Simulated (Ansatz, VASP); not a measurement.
## SiC in VASP and in Ansatz

```
Si C
1.0
     3.07520    0.00000    0.00000
    -1.53760    2.66320    0.00000
     0.00000    0.00000    5.04817
Si C
2 2
Direct
  0.33333 0.66667 0.00460
  0.66667 0.33333 0.50460
  0.49655 0.78615 0.38040
  0.66667 0.33333 0.88040
```

Alike in both runs: task single point; functional r2SCAN; k mesh 12 × 12 × 6; occupations gaussian, width 0.05 eV; no spin polarisation.

```csv
,VASP,Ansatz
version,VASP 6.6.1,Ansatz 0.2.0
potentials or method,"VASP PAW PBE potentials, release 64 (Si, C), cutoff 520 eV","scalar-relativistic, plane waves, PAW"
valence electrons in the cell,16,16
```

```tsv
	VASP	Ansatz	Ansatz less VASP
gap on the k mesh at the Fermi level (eV)	1.30	1.30	0.000
least direct gap on the mesh (eV)	3.87	3.87	-0.007
pressure (GPa)	9.6	9.9	+0.30
traceless stress, the component that is largest in VASP (GPa)	16.19	16.32	+0.135
rms of the force components (eV/Å)	3.074	3.088	+0.0137
```

VASP's potentials were made for PBE, not for r2SCAN. Atom by atom the forces differ by 0.015 eV/Å (rms over components).
